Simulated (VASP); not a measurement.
# HfBeC2N (Pc) in VASP: notebook

HfBeC2N is run at these levels: PBE; tasks: relaxation of cell and atoms, single point.

Everything below comes from runs of VASP 6.6.1. Logs are shortened: lines on timing, memory, paths and dates and some standing lists are left out, and cuts for length are marked.

## 1. The cell of the first run

It takes space group Pc (No. 7, monoclinic). The conventional cell has a = 3.213 Å, b = 4.823 Å, c = 6.431 Å, α = 90.00°, β = 91.47°, γ = 90.00°. Hf (site symmetry 1) has 4 N at 2.24 to 2.36 Å and 4 C at 2.48 to 2.56 Å and 4 Be at 2.87 to 3.07 Å and 4 Hf at 3.21 to 3.22 Å within 3.3 Å. Be (site symmetry 1) has 1 N at 1.73 Å and 4 C at 1.75 to 2.05 Å within 2.3 Å. C (site symmetry 1) has 1 C at 1.30 Å and 1 Be at 1.76 Å within 1.8 Å. C (site symmetry 1) has 1 C at 1.30 Å and 1 Be at 1.75 Å within 1.8 Å. Within 2.4 Å of N (site symmetry 1) lie 1 Be at 1.73 Å and 4 Hf at 2.24 to 2.36 Å.

## 2. Relaxation of cell and atoms, PBE

Input file INCAR:

```
ALGO = Normal ; EDIFF = 1E-7
EDIFFG = -0.04 ; ENCUT = 600
GGA = PE ; IBRION = 2
ISIF = 3 ; ISMEAR = 0
LASPH = True ; LCHARG = False
LREAL = False ; LWAVE = False
NELM = 60 ; NSW = 90
PREC = Accurate ; SIGMA = 0.1
```

Input file KPOINTS:

```
k-points
0
Gamma
  6 4 4
```

Input file POSCAR:

```
HfBeC2N
1.0
    3.2134179540      0.0000000000      0.0000000000
    0.0000000000      4.8225637152      0.0000000000
   -0.1644672992      0.0000000000      6.4291455482
Hf Be C N
2 2 4 2
Direct
    0.5827361494      0.9982225139      0.2103537575
    0.5827361494      0.0017774861      0.7103537575
    0.0515844438      0.6116759734      0.4753056899
    0.0515844438      0.3883240266      0.9753056899
    0.7935592978      0.4954450493      0.2471661589
    0.7935592978      0.5045549507      0.7471661589
    0.5028650998      0.5073953977      0.1040236895
    0.5028650998      0.4926046023      0.6040236895
    0.0706206821      0.9705058942      0.4652428395
    0.0706206821      0.0294941058      0.9652428395
```

Potentials or basis: VASP PAW PBE potentials, release 64 (Hf_pv, Be, C, N).

Started as:

```
> cat potpaw_PBE.64/Hf_pv/POTCAR potpaw_PBE.64/Be/POTCAR potpaw_PBE.64/C/POTCAR potpaw_PBE.64/N/POTCAR > POTCAR
> mpirun -np 1 vasp_std > vasp.out
```

OUTCAR:

```text
EDIFF = 1E-7
   EDIFFG = -0.04
   ENCUT = 600
   GGA = PE
   IBRION = 2
   ISIF = 3
   ISMEAR = 0
   LASPH = True
   LREAL = False
   NELM = 60
   NSW = 90
   PREC = Accurate

 ion  position               nearest neighbor table
   1  0.583  0.998  0.210-   9 2.24  10 2.25  10 2.26   9 2.36   7 2.48   5 2.50   5 2.53   7 2.56
                             4 2.87   3 2.92   4 2.93   3 3.07   2 3.22   2 3.22
   2  0.583  0.002  0.710-  10 2.24   9 2.25   9 2.26  10 2.36   8 2.48   6 2.50   6 2.53   8 2.56
                             3 2.87   4 2.92   3 2.93   4 3.07   1 3.22   1 3.22
   3  0.052  0.612  0.475-   9 1.73   8 1.75   5 1.76   6 2.02   8 2.05   2 2.87   1 2.92   2 2.93
                             1 3.07
   4  0.052  0.388  0.975-  10 1.73   7 1.75   6 1.76   5 2.02   7 2.05   1 2.87   2 2.92   1 2.93
                             2 3.07
   5  0.794  0.495  0.247-   7 1.30   3 1.76   4 2.02   1 2.50   1 2.53
   6  0.794  0.505  0.747-   8 1.30   4 1.76   3 2.02   2 2.50   2 2.53
   7  0.503  0.507  0.104-   5 1.30   4 1.75   4 2.05   1 2.48   1 2.56
   8  0.503  0.493  0.604-   6 1.30   3 1.75   3 2.05   2 2.48   2 2.56
   9  0.071  0.971  0.465-   3 1.73   1 2.24   2 2.25   2 2.26   1 2.36
  10  0.071  0.029  0.965-   4 1.73   2 2.24   1 2.25   1 2.26   2 2.36

  LATTYP: Found a simple monoclinic cell.
 ALAT       =     3.2134179540
 B/A-ratio  =     1.5007583154
 C/A-ratio  =     2.0013732909
 COS(beta)  =    -0.0255731511

  Lattice vectors:

 A1 = (   3.2134179540,   0.0000000000,   0.0000000000)
 A2 = (   0.0000000000,   4.8225637152,   0.0000000000)
 A3 = (  -0.1644672992,   0.0000000000,   6.4291455482)

Analysis of symmetry for initial positions (statically):
=====================================================================
 Subroutine PRICEL returns:
 Original cell was already a primitive cell.

 Routine SETGRP: Setting up the symmetry group for a
 simple monoclinic supercell.

 Subroutine GETGRP returns: Found  2 space group operations
 (whereof  1 operations were pure point group operations)
 out of a pool of  4 trial point group operations.

The static configuration has the point symmetry C_1 .
 The point group associated with its full space group is C_1h.

Analysis of symmetry for dynamics (positions and initial velocities):
=====================================================================
 Subroutine PRICEL returns:
 Original cell was already a primitive cell.

 Routine SETGRP: Setting up the symmetry group for a
 simple monoclinic supercell.

 Subroutine GETGRP returns: Found  2 space group operations
 (whereof  1 operations were pure point group operations)
 out of a pool of  4 trial point group operations.

The dynamic configuration has the point symmetry C_1 .
 The point group associated with its full space group is C_1h.

 Subroutine INISYM returns: Found  2 space group operations
 (whereof  1 operations are pure point group operations),
 and found     1 'primitive' translations

----------------------------------------------------------------------------------------

                                     Primitive cell

  volume of cell :      99.6319

  direct lattice vectors                    reciprocal lattice vectors
     3.213417954  0.000000000  0.000000000     0.311195124  0.000000000  0.007960844
     0.000000000  4.822563715  0.000000000     0.000000000  0.207358587  0.000000000
    -0.164467299  0.000000000  6.429145548     0.000000000  0.000000000  0.155541665

  length of vectors
     3.213417954  4.822563715  6.431248866     0.311296933  0.207358587  0.155541665

  position of ions in fractional coordinates (direct lattice)
     0.582736149  0.998222514  0.210353758
     0.582736149  0.001777486  0.710353758
     0.051584444  0.611675973  0.475305690
     0.051584444  0.388324027  0.975305690
     0.793559298  0.495445049  0.247166159
     0.793559298  0.504554951  0.747166159
     0.502865100  0.507395398  0.104023690
     0.502865100  0.492604602  0.604023689
     0.070620682  0.970505894  0.465242840
     0.070620682  0.029494106  0.965242840

  ion indices of the primitive-cell ions
   primitive index   ion index
                 1           1
                 2           2
                 3           3
                 4           4
                 5           5
                 6           6
                 7           7
                 8           8
                 9           9
                10          10

----------------------------------------------------------------------------------------

 KPOINTS: k-points

Automatic generation of k-mesh.
 Grid dimensions read from file:
 generate k-points for:    6    4    4

 Generating k-lattice:

  Cartesian coordinates                     Fractional coordinates (reciprocal lattice)
     0.051865854  0.000000000  0.001326807     0.166666667  0.000000000 -0.000000000
     0.000000000  0.051839647  0.000000000     0.000000000  0.250000000  0.000000000
     0.000000000  0.000000000  0.038885416     0.000000000  0.000000000  0.250000000

  Length of vectors
     0.051882822  0.051839647  0.038885416

  Shift w.r.t. Gamma in fractional coordinates (k-lattice)
     0.000000000  0.000000000  0.000000000

 Subroutine IBZKPT returns following result:
 ===========================================

 Found     42 irreducible k-points:

 Following reciprocal coordinates:
            Coordinates               Weight
  0.000000  0.000000  0.000000      1.000000
  0.166667  0.000000  0.000000      2.000000
  0.333333  0.000000  0.000000      2.000000
  0.500000  0.000000  0.000000      1.000000
  0.000000  0.250000  0.000000      2.000000
  0.166667  0.250000  0.000000      4.000000
[... 16 lines left out ...]
 -0.333333  0.250000  0.250000      4.000000
 -0.166667  0.250000  0.250000      4.000000
 [... further k-points ...]
   k-points           NKPTS =     42   k-points in BZ     NKDIM =     42   number of bands    NBANDS=     31
   number of dos      NEDOS =    301   number of ions     NIONS =     10
   total plane-waves  NPLWV =  60480
   dimension x,y,z NGX =    28 NGY =   40 NGZ =   54
   dimension x,y,z NGXF=    56 NGYF=   80 NGZF=  108
   ions per type =               2   2   4   2
   NGX,Y,Z   is equivalent  to a cutoff of  14.49, 13.79, 13.96 a.u.
   NGXF,Y,Z  is equivalent  to a cutoff of  28.97, 27.58, 27.92 a.u.
 SYSTEM =  unknown system
   PREC   = accura    normal or accurate (medium, high low for compatibility)
   ISTART =      0    job   : 0-new  1-cont  2-samecut
   ICHARG =      2    charge: 1-file 2-atom 10-const
   ISPIN  =      1    spin polarized calculation?
   LNONCOLLINEAR =      F non collinear calculations
   LSORBIT =      F    spin-orbit coupling
   LASPH  =      T    aspherical Exc in radial PAW
   ENCUT  =  600.0 eV  44.10 Ry    6.64 a.u.   6.42  9.63 12.84*2*pi/ulx,y,z
   NELM   =     60;   NELMIN=  2; NELMDL= -5     # of ELM steps
   EDIFF  = 0.1E-06   stopping-criterion for ELM
   LREAL  =      F    real-space projection
   EDIFFG = -.4E-01   stopping-criterion for IOM
   NSW    =     90    number of steps for IOM
   IBRION =      2    ionic relax: 0-MD 1-quasi-New 2-CG
   NFREE  =      1    steps in history (QN), initial steepest desc. (CG)
   ISIF   =      3    stress and relaxation
   ISYM   =      2    0-nonsym 1-usesym 2-fastsym
   POTIM  = 0.5000    time-step for ionic-motion
   TEBEG  =    0.0;   TEEND  =   0.0 temperature during run
   PSTRESS=    0.0 pullay stress
   NELECT =      50.0000    total number of electrons
   NUPDOWN=      -1.0000    fix difference up-down
   EMIN   =  10.00;   EMAX   =-10.00  energy-range for DOS
   EFERMI =   0.00;   METHOD = LEGACY
   ISMEAR =     0;   SIGMA  =   0.10  broadening in eV -4-tet -1-fermi 0-gaus
   EFERMI_NEDOS =   21; number of points for ismear=-14 and -15
   IALGO  =     38    algorithm
   IMIX   =      4    mixing-type and parameters
     AMIX     =   0.40;   BMIX     =  1.00
     AMIX_MAG =   1.60;   BMIX_MAG =  1.00
  volume/ion in A,a.u.               =       9.96        67.23
  Fermi-wavevector in a.u.,A,eV,Ry     =   1.300964  2.458466 23.027968  1.692508
  Thomas-Fermi vector in A             =   2.432129
   LORBIT       =      0    0 simple, 1 ext, 2 COOP (PROOUT), +10 PAW based schemes
   GGA     = PE    functional components
   LHFCALC =     F    Hartree Fock is set to
   AEXX    =    0.0000 exact exchange contribution
   IVDW    =     0    specifies the selected vdW correction
   LEPSILON=     F    determine dielectric tensor
   LRPA    =     F    only Hartree local field effects (RPA)
 conjugate gradient relaxation of ions
 non-spin polarized calculation
 Gauss-broadening in eV      SIGMA  =   0.10
  energy-cutoff  :      600.00
  volume of cell :       99.63
 maximum number of plane-waves:      3351
 NGX is ok and might be reduce to    28
   NGX = 13   NGY = 19   NGZ = 25

--------------------------------------- Ionic step        1  -------------------------------------------

 number of electron      50.0000002 magnetization

 Free energy of the ion-electron system (eV)
  ---------------------------------------------------
  ext. energy  EPLUGINS =         0.00000000
  ---------------------------------------------------
  free energy    TOTEN  =       -82.94929690 eV

  energy without entropy =      -82.93621519  energy(sigma->0) =      -82.94275604

------------------------ aborting loop because EDIFF is reached ----------------------------------------

  FORCE on cell =-STRESS in cart. coord.  units (eV):
  Direction    XX          YY          ZZ          XY          YZ          ZX
  --------------------------------------------------------------------------------------
  -------------------------------------------------------------------------------------
  Total       -0.4245347     -1.9172861     -1.3027356      0.0000000      0.0000000     -0.0647035
  in kB       -6.8269275    -30.8318127    -20.9492463      0.0000000      0.0000000     -1.0404949
  external PRESSURE =     -19.5359955 kB  Pullay stress =       0.0000000 kB
[... 293 lines left out ...]
  energy  without entropy=      -82.9723187068  energy(sigma->0) =      -82.97696791

--------------------------------------- Ionic step        8  -------------------------------------------

 number of electron      50.0000002 magnetization

 Free energy of the ion-electron system (eV)
  ---------------------------------------------------
  ext. energy  EPLUGINS =         0.00000000
  ---------------------------------------------------
  free energy    TOTEN  =       -82.98228849 eV

  energy without entropy =      -82.97288439  energy(sigma->0) =      -82.97758644

 E-fermi :   6.7849     XC(G=0): -11.6328

 val. band max:        6.7725484613   @ k =   0.0000   0.0000   0.5000
 cond. band min:       6.7916620291   @ k =   0.0000   0.0000   0.2500
 fundamental gap:      0.0191135678
 Fermi energy:         6.7849434490

 k-point     1 :       0.0000    0.0000    0.0000
  band No.  band energies     occupation
      1     -25.2316      2.00000
      2     -25.1290      2.00000
      3     -25.1252      2.00000
      4     -24.7961      2.00000
      5     -24.6522      2.00000
      6     -24.6391      2.00000
[... 805 lines left out ...]
     30       9.4760      0.00000
     31       9.8179      0.00000

 [... further k-points ...]

------------------------ aborting loop because EDIFF is reached ----------------------------------------

  FORCE on cell =-STRESS in cart. coord.  units (eV):
  Direction    XX          YY          ZZ          XY          YZ          ZX
  --------------------------------------------------------------------------------------
  -------------------------------------------------------------------------------------
  Total       -0.1043251      0.1969797      0.0022476      0.0000000      0.0000000     -0.1188709
  in kB       -1.7006804      3.2111111      0.0366405      0.0000000      0.0000000     -1.9378012
  external PRESSURE =       0.5156904 kB  Pullay stress =       0.0000000 kB
[... 25 lines left out ...]
  FREE ENERGIE OF THE ION-ELECTRON SYSTEM (eV)
  ---------------------------------------------------
  free  energy   TOTEN  =       -82.9822884915 eV

  energy  without entropy=      -82.9728843892  energy(sigma->0) =      -82.97758644

 reached required accuracy - stopping structural energy minimisation
```

Run time: 8.1 min. Hardware: 1 thread of Intel Xeon 6975P-C (Granite Rapids), shared host; peak memory 0.35 GiB.

What came out:

| Property | Result |
| --- | --- |
| Free energy | -82.9823 eV |
| Relaxed volume | 9.83 Å³/atom |
| Relaxed cell | a = 3.221 Å, b = 4.767 Å, c = 6.404 Å, α = 90.00°, β = 91.48°, γ = 90.00° |
| Space group after relaxing (to 0.1 Å) | Pc (No. 7) |
| Energy gained by relaxing | 3.3 meV/atom |
| Ionic steps | 8 |
| Pressure after relaxing | 0.1 GPa |
| Largest force after relaxing | 0.040 eV/Å |
| Band gap on the k mesh | zero (bands 25 and 26 overlap by 2.17 eV) |

Forces in eV/Å, atoms in the order of the input:
```
Hf   0.032 -0.008 -0.016
Hf   0.032  0.008 -0.016
Be  -0.005  0.006  0.015
Be  -0.005 -0.006  0.015
C   -0.002  0.003  0.032
C   -0.002 -0.003  0.032
C   -0.038 -0.011  0.004
C   -0.038  0.011  0.004
N    0.013  0.004 -0.035
N    0.013 -0.004 -0.035
```

The path:
```tsv
step	energy change (eV)	largest force (eV/Å)	pressure (GPa)	volume (Å³)
1	0.0000	0.3076	-1.95	99.63
2	-0.0224	0.1651	1.13	97.89
3	-0.0224	0.1652	1.11	97.90
4	-0.0300	0.3241	-0.21	98.19
5	-0.0301	0.2945	-0.08	98.17
6	-0.0294	0.4292	0.41	98.29
7	-0.0323	0.0600	0.14	98.22
8	-0.0330	0.0398	0.05	98.28
```

Final structure:
```
CELL_PARAMETERS angstrom
3.22066 0.00000 -0.00008
0.00000 4.76689 0.00000
-0.16500 0.00000 6.40172
ATOMIC_POSITIONS crystal
Hf 0.58684 0.00257 0.20729
Hf 0.58684 0.99743 0.70729
Be 0.04648 0.61002 0.47768
Be 0.04648 0.38998 0.97768
C 0.79169 0.49496 0.24859
C 0.79169 0.50504 0.74859
C 0.50382 0.50508 0.10316
C 0.50382 0.49492 0.60316
N 0.07254 0.97301 0.46537
N 0.07254 0.02699 0.96537
```

Caveat: spin-orbit coupling is left out, which moves the levels of the heavy elements.

(Continued in part 2 of 3.)

The gap in the log of VASP goes by the Fermi energy; the results here count the filled bands.